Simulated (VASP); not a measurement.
# Ge in VASP: a series of runs

The runs below take Ge through single point, with LDA.

Program: VASP 6.6.1. These are calculated values, not measurements. Logs are shortened: lines on timing, memory, paths and dates and some standing lists are left out, and cuts for length are marked.

### Step 1. The cell of the first run

The cell holds a slab with vacuum, 2 atoms: a = 3.958 Å, b = 3.958 Å, c = 28.000 Å, α = 90.00°, β = 90.00°, γ = 120.00°.

### Step 2. Single point, LDA

Contents of INCAR:

```
ALGO = Normal
DIPOL = 0.5 0.5 0.500
EDIFF = 1E-6
ENCUT = 520
IDIPOL = 3
ISIF = 2
ISMEAR = 0
LASPH = T
LCHARG = F
LDIPOL = T
LREAL = F
LWAVE = F
NBANDS = 21
NELM = 80
PREC = Accurate
SIGMA = 0.1
```

Contents of KPOINTS:

```
k-points
0
Gamma
  12 12 1
```

Contents of POSCAR:

```
Ge
1.0
    3.9580000000      0.0000000000      0.0000000000
   -1.9790000000      3.4277285482      0.0000000000
    0.0000000000      0.0000000000     28.0000000000
Ge
2
Direct
    0.3333333333      0.6666666667      0.5101964286
    0.6666666667      0.3333333333      0.4898035714
```

Potentials or basis: VASP PAW LDA potentials, release 64 (Ge_d).

Started as:

```
$ cat potpaw_LDA.64/Ge_d/POTCAR > POTCAR
$ mpirun -np 1 vasp_std > vasp.out
```

OUTCAR:

```text
EDIFF = 1E-6
   ENCUT = 520
   ISIF = 2
   ISMEAR = 0
   LASPH = T
   LREAL = F
   NELM = 80
   PREC = Accurate

 ion  position               nearest neighbor table
   1  0.333  0.667  0.510-   2 2.36   2 2.36   2 2.36
   2  0.667  0.333  0.490-   1 2.36   1 2.36   1 2.36

  LATTYP: Found a hexagonal cell.
 ALAT       =     3.9580000000
 C/A-ratio  =     7.0742799394

  Lattice vectors:

 A1 = (   3.9580000000,   0.0000000000,   0.0000000000)
 A2 = (  -1.9790000000,   3.4277285482,   0.0000000000)
 A3 = (   0.0000000000,   0.0000000000,  28.0000000000)

Analysis of symmetry for initial positions (statically):
=====================================================================
 Subroutine PRICEL returns:
 Original cell was already a primitive cell.

 Routine SETGRP: Setting up the symmetry group for a
 hexagonal supercell.

 Subroutine GETGRP returns: Found 12 space group operations
 (whereof 12 operations were pure point group operations)
 out of a pool of 24 trial point group operations.

The static configuration has the point symmetry D_3d.

Analysis of symmetry for dynamics (positions and initial velocities):
=====================================================================
 Subroutine PRICEL returns:
 Original cell was already a primitive cell.

 Routine SETGRP: Setting up the symmetry group for a
 hexagonal supercell.

 Subroutine GETGRP returns: Found 12 space group operations
 (whereof 12 operations were pure point group operations)
 out of a pool of 24 trial point group operations.

The dynamic configuration has the point symmetry D_3d.

 Subroutine INISYM returns: Found 12 space group operations
 (whereof 12 operations are pure point group operations),
 and found     1 'primitive' translations

----------------------------------------------------------------------------------------

                                     Primitive cell

  volume of cell :     379.8746

  direct lattice vectors                    reciprocal lattice vectors
     3.958000000  0.000000000  0.000000000     0.252652855  0.145869194  0.000000000
    -1.979000000  3.427728548  0.000000000     0.000000000  0.291738388  0.000000000
     0.000000000  0.000000000 28.000000000     0.000000000  0.000000000  0.035714286

  length of vectors
     3.958000000  3.958000000 28.000000000     0.291738388  0.291738388  0.035714286

  position of ions in fractional coordinates (direct lattice)
     0.333333333  0.666666667  0.510196429
     0.666666667  0.333333333  0.489803571

  ion indices of the primitive-cell ions
   primitive index   ion index
                 1           1
                 2           2

----------------------------------------------------------------------------------------

 KPOINTS: k-points

Automatic generation of k-mesh.
 Grid dimensions read from file:
 generate k-points for:   12   12    1

 Generating k-lattice:

  Cartesian coordinates                     Fractional coordinates (reciprocal lattice)
     0.021054405  0.012155766  0.000000000     0.083333333  0.000000000  0.000000000
     0.000000000  0.024311532  0.000000000     0.000000000  0.083333333  0.000000000
     0.000000000  0.000000000  0.035714286     0.000000000  0.000000000  1.000000000

  Length of vectors
     0.024311532  0.024311532  0.035714286

  Shift w.r.t. Gamma in fractional coordinates (k-lattice)
     0.000000000  0.000000000  0.000000000

 Subroutine IBZKPT returns following result:
 ===========================================

 Found     19 irreducible k-points:

 Following reciprocal coordinates:
            Coordinates               Weight
  0.000000  0.000000  0.000000      1.000000
  0.083333  0.000000  0.000000      6.000000
  0.166667 -0.000000  0.000000      6.000000
  0.250000  0.000000  0.000000      6.000000
  0.333333  0.000000  0.000000      6.000000
  0.416667  0.000000  0.000000      6.000000
[... 11 lines left out ...]
  0.333333  0.250000  0.000000     12.000000
  0.333333  0.333333  0.000000      2.000000
   k-points           NKPTS =     19   k-points in BZ     NKDIM =     19   number of bands    NBANDS=     21
   number of dos      NEDOS =    301   number of ions     NIONS =      2
   total plane-waves  NPLWV = 189000
   dimension x,y,z NGX =    30 NGY =   30 NGZ =  210
   dimension x,y,z NGXF=    60 NGYF=   60 NGZF=  420
   ions per type =               2
   NGX,Y,Z   is equivalent  to a cutoff of  12.60, 12.60, 12.47 a.u.
   NGXF,Y,Z  is equivalent  to a cutoff of  25.20, 25.20, 24.94 a.u.
 SYSTEM =  unknown system
   PREC   = accura    normal or accurate (medium, high low for compatibility)
   ISTART =      0    job   : 0-new  1-cont  2-samecut
   ICHARG =      2    charge: 1-file 2-atom 10-const
   ISPIN  =      1    spin polarized calculation?
   LNONCOLLINEAR =      F non collinear calculations
   LSORBIT =      F    spin-orbit coupling
   LASPH  =      T    aspherical Exc in radial PAW
   ENCUT  =  520.0 eV  38.22 Ry    6.18 a.u.   7.36  7.36 52.06*2*pi/ulx,y,z
   NELM   =     80;   NELMIN=  2; NELMDL= -5     # of ELM steps
   EDIFF  = 0.1E-05   stopping-criterion for ELM
   LREAL  =      F    real-space projection
   EDIFFG = 0.1E-04   stopping-criterion for IOM
   NSW    =      0    number of steps for IOM
   IBRION =     -1    ionic relax: 0-MD 1-quasi-New 2-CG
   NFREE  =      0    steps in history (QN), initial steepest desc. (CG)
   ISIF   =      2    stress and relaxation
   ISYM   =      2    0-nonsym 1-usesym 2-fastsym
   POTIM  = 0.5000    time-step for ionic-motion
   TEBEG  =    0.0;   TEEND  =   0.0 temperature during run
   PSTRESS=    0.0 pullay stress
   NELECT =      28.0000    total number of electrons
   NUPDOWN=      -1.0000    fix difference up-down
   EMIN   =  10.00;   EMAX   =-10.00  energy-range for DOS
   EFERMI =   0.00;   METHOD = LEGACY
   ISMEAR =     0;   SIGMA  =   0.10  broadening in eV -4-tet -1-fermi 0-gaus
   EFERMI_NEDOS =   21; number of points for ismear=-14 and -15
   IALGO  =     38    algorithm
   IMIX   =      4    mixing-type and parameters
     AMIX     =   0.40;   BMIX     =  1.00
     AMIX_MAG =   1.60;   BMIX_MAG =  1.00
  volume/ion in A,a.u.               =     189.94      1281.76
  Fermi-wavevector in a.u.,A,eV,Ry     =   0.686406  1.297118  6.410419  0.471153
  Thomas-Fermi vector in A             =   1.766625
   LORBIT       =      0    0 simple, 1 ext, 2 COOP (PROOUT), +10 PAW based schemes
   GGA     = CA    functional components
   LHFCALC =     F    Hartree Fock is set to
   AEXX    =    0.0000 exact exchange contribution
   IVDW    =     0    specifies the selected vdW correction
   LEPSILON=     F    determine dielectric tensor
   LRPA    =     F    only Hartree local field effects (RPA)
 non-spin polarized calculation
 Gauss-broadening in eV      SIGMA  =   0.10
  energy-cutoff  :      520.00
  volume of cell :      379.87
 maximum number of plane-waves:     10323
 NGX is ok and might be reduce to    30
   NGX = 15   NGY = 15   NGZ =105

 dipolmoment           0.000000      0.000000      0.000000 electrons x Angstroem

 number of electron      28.0000025 magnetization

 dipolmoment           0.000000      0.000000     -0.000000 electrons x Angstroem

 Free energy of the ion-electron system (eV)
  ---------------------------------------------------
  ext. energy  EPLUGINS =         0.00000000
  ---------------------------------------------------
  free energy    TOTEN  =        -9.14929529 eV

  energy without entropy =       -9.14772809  energy(sigma->0) =       -9.14851169

 E-fermi :  -3.5875     XC(G=0):  -1.7171

 val. band max:       -3.5874761233   @ k =   0.3333   0.3333   0.0000
 cond. band min:      -3.5874761221   @ k =   0.3333   0.3333   0.0000
 fundamental gap:      0.0000000012
 Fermi energy:        -3.5874761232

 k-point     1 :       0.0000    0.0000    0.0000
  band No.  band energies     occupation
      1     -28.4123      2.00000
      2     -28.4123      2.00000
      3     -28.3606      2.00000
      4     -28.3578      2.00000
      5     -28.3578      2.00000
      6     -28.2293      2.00000
[... 13 lines left out ...]
     20       1.0884      0.00000
     21       1.5370      0.00000

 k-point     2 :       0.0833    0.0000    0.0000
  band No.  band energies     occupation
      1     -28.4188      2.00000
      2     -28.4187      2.00000
      3     -28.3685      2.00000
      4     -28.3514      2.00000
      5     -28.3451      2.00000
      6     -28.2259      2.00000
[... 13 lines left out ...]
     20       1.1718      0.00000
     21       1.5561      0.00000

 k-point     3 :       0.1667   -0.0000    0.0000
  band No.  band energies     occupation
      1     -28.4312      2.00000
      2     -28.4311      2.00000
      3     -28.3782      2.00000
      4     -28.3391      2.00000
      5     -28.3281      2.00000
      6     -28.2182      2.00000
[... 13 lines left out ...]
     20       1.4017      0.00000
     21       1.6427      0.00000

 k-point     4 :       0.2500    0.0000    0.0000
  band No.  band energies     occupation
      1     -28.4432      2.00000
      2     -28.4415      2.00000
      3     -28.3897      2.00000
      4     -28.3288      2.00000
      5     -28.3140      2.00000
      6     -28.2137      2.00000
[... 13 lines left out ...]
     20       2.2411      0.00000
     21       2.3232      0.00000

 k-point     5 :       0.3333    0.0000    0.0000
  band No.  band energies     occupation
      1     -28.4523      2.00000
      2     -28.4475      2.00000
      3     -28.4015      2.00000
      4     -28.3231      2.00000
      5     -28.3062      2.00000
      6     -28.2161      2.00000
[... 13 lines left out ...]
     20       2.9141      0.00000
     21       3.0832      0.00000
[... 262 lines left out ...]
     20       4.2325      0.00000
     21       4.4312      0.00000

 k-point    17 :       0.2500    0.2500    0.0000
  band No.  band energies     occupation
      1     -28.4874      2.00000
      2     -28.4294      2.00000
      3     -28.4109      2.00000
      4     -28.3205      2.00000
      5     -28.2583      2.00000
      6     -28.2421      2.00000
[... 13 lines left out ...]
     20       3.3133      0.00000
     21       3.5129      0.00000

 k-point    18 :       0.3333    0.2500    0.0000
  band No.  band energies     occupation
      1     -28.4954      2.00000
      2     -28.4244      2.00000
      3     -28.4157      2.00000
      4     -28.3168      2.00000
      5     -28.2569      2.00000
      6     -28.2371      2.00000
[... 13 lines left out ...]
     20       3.7265      0.00000
     21       4.1782      0.00000

 k-point    19 :       0.3333    0.3333    0.0000
  band No.  band energies     occupation
      1     -28.4999      2.00000
      2     -28.4194      2.00000
      3     -28.4194      2.00000
      4     -28.3151      2.00000
      5     -28.2434      2.00000
      6     -28.2434      2.00000
[... 13 lines left out ...]
     20       3.4017      0.00000
     21       3.4196      0.00000

------------------------ aborting loop because EDIFF is reached ----------------------------------------

 vacuum level on the upper side and lower side of the slab       (xc-potential included)        -0.007        -0.007

  FORCE on cell =-STRESS in cart. coord.  units (eV):
  Direction    XX          YY          ZZ          XY          YZ          ZX
  --------------------------------------------------------------------------------------
  -------------------------------------------------------------------------------------
  Total        0.1141519      0.1141519      0.1093553      0.0000000      0.0000000      0.0000000
  in kB        0.4814527      0.4814527      0.4612223      0.0000000      0.0000000      0.0000000
  external PRESSURE =       0.4747092 kB  Pullay stress =       0.0000000 kB

 VOLUME and BASIS-vectors are now :
 -----------------------------------------------------------------------------
  energy-cutoff  :      520.00
  volume of cell :      379.87
      direct lattice vectors                 reciprocal lattice vectors
     3.958000000  0.000000000  0.000000000     0.252652855  0.145869194  0.000000000
    -1.979000000  3.427728548  0.000000000     0.000000000  0.291738388  0.000000000
     0.000000000  0.000000000 28.000000000     0.000000000  0.000000000  0.035714286

 POSITION                                       TOTAL-FORCE (eV/Angst)
 -----------------------------------------------------------------------------------
     -0.00000      2.28515     14.28550         0.000000      0.000000      0.216261
      1.97900      1.14258     13.71450        -0.000000     -0.000000     -0.216261
 -----------------------------------------------------------------------------------
    total drift:                                0.000000     -0.000000     -0.000000

  FREE ENERGIE OF THE ION-ELECTRON SYSTEM (eV)
  ---------------------------------------------------
  free  energy   TOTEN  =        -9.1492952858 eV

  energy  without entropy=       -9.1477280925  energy(sigma->0) =       -9.14851169

 vacuum level on the upper side and lower side of the slab         1.093         1.093
```

Run time: 4.2 min. Hardware: 1 thread of Intel Xeon 6975P-C, shared host; peak memory 0.4 GiB.

Results:

* Free energy: -9.1493 eV
* Largest force: 0.216 eV/Å
* Band gap on the k mesh: zero (filled and empty bands touch)

Forces on the atoms (eV/Å):
```
Ge   0.000  0.000  0.216
Ge   0.000  0.000 -0.216
```

Levels at points of the mesh, in eV from the Fermi level:
| k point | band 10 | band 11 | band 12 | band 13 | band 14 | band 15 | band 16 | band 17 | band 18 | band 19 |
| --- | --- | --- | --- | --- | --- | --- | --- | --- | --- | --- |
| (0.00, 0.00, 0.00) | -24.53 | -11.85 | -3.49 | -0.72 | -0.72 | 0.40 | 2.48 | 3.83 | 3.83 | 4.44 |
| (0.50, 0.00, 0.00) | -24.45 | -9.68 | -7.80 | -2.36 | -1.18 | 0.72 | 1.37 | 5.64 | 6.44 | 7.22 |

(Continued in part 2 of 2.)
